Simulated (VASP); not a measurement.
# TiAl (P4/mmm) in VASP: single point with PBEsol

Aim: the single point of TiAl with PBEsol.

Everything below comes from runs of VASP 6.6.1. Logs are shortened: lines on timing, memory, paths and dates and some standing lists are left out, and cuts for length are marked.

## 1. The cell of the first run

It takes space group P4/mmm (No. 123, tetragonal). The conventional cell has a = 3.433 Å, b = 3.433 Å, c = 3.179 Å, α = 90.00°, β = 90.00°, γ = 90.00°. Within 3.8 Å of Ti (site symmetry 4/mmm) lie 8 Al at 2.90 Å and 6 Ti at 3.18 to 3.43 Å. Al (site symmetry 4/mmm) has 8 Ti at 2.90 Å and 6 Al at 3.18 to 3.43 Å within 3.8 Å.

## 2. Single point, PBEsol (strain +0.080 along x and y, +0.000 along z)

Contents of INCAR:

```
SYSTEM = TiAl
PREC = Accurate
ENCUT = 520
EDIFF = 1E-6
ISMEAR = 0
SIGMA = 0.15
LREAL = .FALSE.
LASPH = .TRUE.
NELM = 60
ALGO = Fast
ISIF = 2
LWAVE = .FALSE.
LCHARG = .FALSE.
GGA = PS
NBANDS = 14
```

Contents of KPOINTS:

```
regular mesh
0
G
  16 16 16
  0 0 0
```

Contents of POSCAR:

```
TiAl
1.0
    3.4333891200      0.0000000000      0.0000000000
    0.0000000000      3.4333891200      0.0000000000
    0.0000000000      0.0000000000      3.1790640000
Ti Al
1 1
Direct
    0.0000000000      0.0000000000      0.0000000000
    0.5000000000      0.5000000000      0.5000000000
```

Potentials or basis: VASP PAW PBE potentials, release 64 (Ti_sv, Al).

On the command line:

```bash
$ cat potpaw_PBE.64/Ti_sv/POTCAR potpaw_PBE.64/Al/POTCAR > POTCAR
$ mpirun -np 1 vasp_std > vasp.out
```

OUTCAR:

```text
SYSTEM = TiAl
   PREC = Accurate
   ENCUT = 520
   EDIFF = 1E-6
   ISMEAR = 0
   LREAL = .FALSE.
   LASPH = .TRUE.
   NELM = 60
   ISIF = 2
   GGA = PS

 ion  position               nearest neighbor table
   1  0.000  0.000  0.000-   2 2.90   2 2.90   2 2.90   2 2.90   2 2.90   2 2.90   2 2.90   2 2.90

   2  0.500  0.500  0.500-   1 2.90   1 2.90   1 2.90   1 2.90   1 2.90   1 2.90   1 2.90   1 2.90

  LATTYP: Found a simple tetragonal cell.
 ALAT       =     3.4333891200
 C/A-ratio  =     0.9259259259

  Lattice vectors:

 A1 = (   3.4333891200,   0.0000000000,   0.0000000000)
 A2 = (   0.0000000000,   3.4333891200,   0.0000000000)
 A3 = (   0.0000000000,   0.0000000000,   3.1790640000)

Analysis of symmetry for initial positions (statically):
=====================================================================
 Subroutine PRICEL returns:
 Original cell was already a primitive cell.

 Routine SETGRP: Setting up the symmetry group for a
 simple tetragonal supercell.

 Subroutine GETGRP returns: Found 16 space group operations
 (whereof 16 operations were pure point group operations)
 out of a pool of 16 trial point group operations.

The static configuration has the point symmetry D_4h.

Analysis of symmetry for dynamics (positions and initial velocities):
=====================================================================
 Subroutine PRICEL returns:
 Original cell was already a primitive cell.

 Routine SETGRP: Setting up the symmetry group for a
 simple tetragonal supercell.

 Subroutine GETGRP returns: Found 16 space group operations
 (whereof 16 operations were pure point group operations)
 out of a pool of 16 trial point group operations.

The dynamic configuration has the point symmetry D_4h.

 Subroutine INISYM returns: Found 16 space group operations
 (whereof 16 operations are pure point group operations),
 and found     1 'primitive' translations

----------------------------------------------------------------------------------------

                                     Primitive cell

  volume of cell :      37.4753

  direct lattice vectors                    reciprocal lattice vectors
     3.433389120  0.000000000  0.000000000     0.291257403  0.000000000  0.000000000
     0.000000000  3.433389120  0.000000000     0.000000000  0.291257403  0.000000000
     0.000000000  0.000000000  3.179064000     0.000000000  0.000000000  0.314557996

  length of vectors
     3.433389120  3.433389120  3.179064000     0.291257403  0.291257403  0.314557996

  position of ions in fractional coordinates (direct lattice)
     0.000000000  0.000000000  0.000000000
     0.500000000  0.500000000  0.500000000

  ion indices of the primitive-cell ions
   primitive index   ion index
                 1           1
                 2           2

----------------------------------------------------------------------------------------

 KPOINTS: regular mesh

Automatic generation of k-mesh.
 Grid dimensions read from file:
 generate k-points for:   16   16   16

 Generating k-lattice:

  Cartesian coordinates                     Fractional coordinates (reciprocal lattice)
     0.018203588  0.000000000  0.000000000     0.062500000  0.000000000  0.000000000
     0.000000000  0.018203588  0.000000000     0.000000000  0.062500000  0.000000000
     0.000000000  0.000000000  0.019659875     0.000000000  0.000000000  0.062500000

  Length of vectors
     0.018203588  0.018203588  0.019659875

  Shift w.r.t. Gamma in fractional coordinates (k-lattice)
     0.000000000  0.000000000  0.000000000

 Subroutine IBZKPT returns following result:
 ===========================================

 Found    405 irreducible k-points:

 Following reciprocal coordinates:
            Coordinates               Weight
  0.000000  0.000000  0.000000      1.000000
  0.062500  0.000000  0.000000      4.000000
  0.125000  0.000000  0.000000      4.000000
  0.187500  0.000000  0.000000      4.000000
  0.250000  0.000000  0.000000      4.000000
  0.312500  0.000000  0.000000      4.000000
[... 16 lines left out ...]
  0.437500  0.125000  0.000000      8.000000
  0.500000  0.125000  0.000000      4.000000
 [... further k-points ...]
   k-points           NKPTS =    405   k-points in BZ     NKDIM =    405   number of bands    NBANDS=     14
   number of dos      NEDOS =    301   number of ions     NIONS =      2
   total plane-waves  NPLWV =  18816
   dimension x,y,z NGX =    28 NGY =   28 NGZ =   24
   dimension x,y,z NGXF=    56 NGYF=   56 NGZF=   48
   ions per type =               1   1
   NGX,Y,Z   is equivalent  to a cutoff of  13.56, 13.56, 12.55 a.u.
   NGXF,Y,Z  is equivalent  to a cutoff of  27.12, 27.12, 25.10 a.u.
 SYSTEM =  TiAl
   PREC   = accura    normal or accurate (medium, high low for compatibility)
   ISTART =      0    job   : 0-new  1-cont  2-samecut
   ICHARG =      2    charge: 1-file 2-atom 10-const
   ISPIN  =      1    spin polarized calculation?
   LNONCOLLINEAR =      F non collinear calculations
   LSORBIT =      F    spin-orbit coupling
   LASPH  =      T    aspherical Exc in radial PAW
   ENCUT  =  520.0 eV  38.22 Ry    6.18 a.u.   6.38  6.38  5.91*2*pi/ulx,y,z
   NELM   =     60;   NELMIN=  2; NELMDL= -5     # of ELM steps
   EDIFF  = 0.1E-05   stopping-criterion for ELM
   LREAL  =      F    real-space projection
   EDIFFG = 0.1E-04   stopping-criterion for IOM
   NSW    =      0    number of steps for IOM
   IBRION =     -1    ionic relax: 0-MD 1-quasi-New 2-CG
   NFREE  =      0    steps in history (QN), initial steepest desc. (CG)
   ISIF   =      2    stress and relaxation
   ISYM   =      2    0-nonsym 1-usesym 2-fastsym
   POTIM  = 0.5000    time-step for ionic-motion
   TEBEG  =    0.0;   TEEND  =   0.0 temperature during run
   PSTRESS=    0.0 pullay stress
   NELECT =      15.0000    total number of electrons
   NUPDOWN=      -1.0000    fix difference up-down
   EMIN   =  10.00;   EMAX   =-10.00  energy-range for DOS
   EFERMI =   0.00;   METHOD = LEGACY
   ISMEAR =     0;   SIGMA  =   0.15  broadening in eV -4-tet -1-fermi 0-gaus
   EFERMI_NEDOS =   21; number of points for ismear=-14 and -15
   IALGO  =     68    algorithm
   IMIX   =      4    mixing-type and parameters
     AMIX     =   0.40;   BMIX     =  1.00
     AMIX_MAG =   1.60;   BMIX_MAG =  1.00
  volume/ion in A,a.u.               =      18.74       126.45
  Fermi-wavevector in a.u.,A,eV,Ry     =   1.206489  2.279934 19.804864  1.455616
  Thomas-Fermi vector in A             =   2.342155
   LORBIT       =      0    0 simple, 1 ext, 2 COOP (PROOUT), +10 PAW based schemes
   GGA     = PS    functional components
   LHFCALC =     F    Hartree Fock is set to
   AEXX    =    0.0000 exact exchange contribution
   IVDW    =     0    specifies the selected vdW correction
   LEPSILON=     F    determine dielectric tensor
   LRPA    =     F    only Hartree local field effects (RPA)
 non-spin polarized calculation
 RMM-DIIS sequential band-by-band and
 Gauss-broadening in eV      SIGMA  =   0.15
  energy-cutoff  :      520.00
  volume of cell :       37.48
 maximum number of plane-waves:      1036
 NGX is ok and might be reduce to    28
   NGX = 13   NGY = 13   NGZ = 11

 number of electron      14.9999996 magnetization

 Free energy of the ion-electron system (eV)
  ---------------------------------------------------
  ext. energy  EPLUGINS =         0.00000000
  ---------------------------------------------------
  free energy    TOTEN  =       -12.68460961 eV

  energy without entropy =      -12.64788275  energy(sigma->0) =      -12.66624618

 E-fermi :   7.0999     XC(G=0): -10.5372

 val. band max:        7.0969247386   @ k =   0.2500   0.1875   0.1875
 cond. band min:       7.1005629483   @ k =   0.3750   0.0000   0.0000
 fundamental gap:      0.0036382097
 Fermi energy:         7.0998977126

 k-point     1 :       0.0000    0.0000    0.0000
  band No.  band energies     occupation
      1     -49.8262      2.00000
      2     -26.1621      2.00000
      3     -26.1621      2.00000
      4     -26.0661      2.00000
      5      -1.4332      2.00000
      6       5.9518      2.00000
      7       6.0674      2.00000
      8       8.3853      0.00000
      9       8.7304      0.00000
     10       8.7304      0.00000
     11      10.2860      0.00000
     12      10.2860      0.00000
     13      12.2277      0.00000
     14      14.8300      0.00000

 k-point     2 :       0.0625    0.0000    0.0000
  band No.  band energies     occupation
      1     -49.8260      2.00000
      2     -26.1650      2.00000
      3     -26.1618      2.00000
      4     -26.0659      2.00000
      5      -1.3813      2.00000
      6       5.9168      2.00000
      7       6.0738      2.00000
      8       8.2792      0.00000
      9       8.6765      0.00000
     10       8.7350      0.00000
     11      10.0706      0.00000
     12      10.4376      0.00000
     13      12.3259      0.00000
     14      14.8764      0.00000

 k-point     3 :       0.1250    0.0000    0.0000
  band No.  band energies     occupation
      1     -49.8255      2.00000
      2     -26.1732      2.00000
      3     -26.1611      2.00000
      4     -26.0653      2.00000
      5      -1.2263      2.00000
      6       5.7542      2.00000
      7       6.1212      2.00000
      8       8.0339      0.00000
      9       8.5344      0.00000
     10       8.7480      0.00000
     11       9.6234      0.00000
     12      10.8201      0.00000
     13      12.6017      0.00000
     14      14.7509      0.00000
[... 324 lines left out ...]
 k-point    23 :       0.4375    0.1250    0.0000
  band No.  band energies     occupation
      1     -49.8204      2.00000
      2     -26.2329      2.00000
      3     -26.1664      2.00000
      4     -26.0597      2.00000
      5       0.9900      2.00000
      6       2.9049      2.00000
      7       6.5592      2.00000
      8       6.8113      1.99348
      9       7.8019      0.00000
     10       8.7156      0.00000
     11       9.2844      0.00000
     12      12.3472      0.00000
     13      13.9010      0.00000
     14      15.6049      0.00000

 k-point    24 :       0.5000    0.1250    0.0000
  band No.  band energies     occupation
      1     -49.8202      2.00000
      2     -26.2357      2.00000
      3     -26.1661      2.00000
      4     -26.0595      2.00000
      5       1.2751      2.00000
      6       2.5658      2.00000
      7       6.6821      1.99992
      8       6.6923      1.99988
      9       7.7739      0.00000
     10       8.7216      0.00000
     11       9.3075      0.00000
     12      12.5440      0.00000
     13      13.7343      0.00000
     14      15.4529      0.00000

 [... further k-points ...]
[... 5 lines left out ...]
  --------------------------------------------------------------------------------------
  -------------------------------------------------------------------------------------
  Total       -3.1870774     -3.1870774     -3.7112856      0.0000000      0.0000000      0.0000000
  in kB     -136.2567002   -136.2567002   -158.6681064      0.0000000      0.0000000      0.0000000
  external PRESSURE =    -143.7271689 kB  Pullay stress =       0.0000000 kB

 VOLUME and BASIS-vectors are now :
 -----------------------------------------------------------------------------
  energy-cutoff  :      520.00
  volume of cell :       37.48
      direct lattice vectors                 reciprocal lattice vectors
     3.433389120  0.000000000  0.000000000     0.291257403  0.000000000  0.000000000
     0.000000000  3.433389120  0.000000000     0.000000000  0.291257403  0.000000000
     0.000000000  0.000000000  3.179064000     0.000000000  0.000000000  0.314557996

 POSITION                                       TOTAL-FORCE (eV/Angst)
 -----------------------------------------------------------------------------------
      0.00000      0.00000      0.00000         0.000000      0.000000      0.000000
      1.71669      1.71669      1.58953         0.000000      0.000000      0.000000
 -----------------------------------------------------------------------------------
    total drift:                               -0.000000     -0.000000     -0.000000

  FREE ENERGIE OF THE ION-ELECTRON SYSTEM (eV)
  ---------------------------------------------------
  free  energy   TOTEN  =       -12.6846096133 eV

  energy  without entropy=      -12.6478827508  energy(sigma->0) =      -12.66624618
```

Run time: 3.2 min. Hardware: 1 thread of Intel Xeon Platinum 8488C (Sapphire Rapids), shared host; peak memory 0.33 GiB.

Results:

- Free energy: -12.6846 eV
- Pressure: -14.4 GPa
- Band gap on the k mesh: zero (an odd number of electrons rules out a gap without spin polarisation)

Stress tensor (GPa, compression positive):
```
-13.63   0.00   0.00
  0.00 -13.63   0.00
  0.00   0.00 -15.87
```

Caveat: the cell differs from its parent crystal (strain +0.080 along x and y, +0.000 along z); the cell stands under tension; the PAW data sets were made with another functional, which shifts forces and pressure a little.
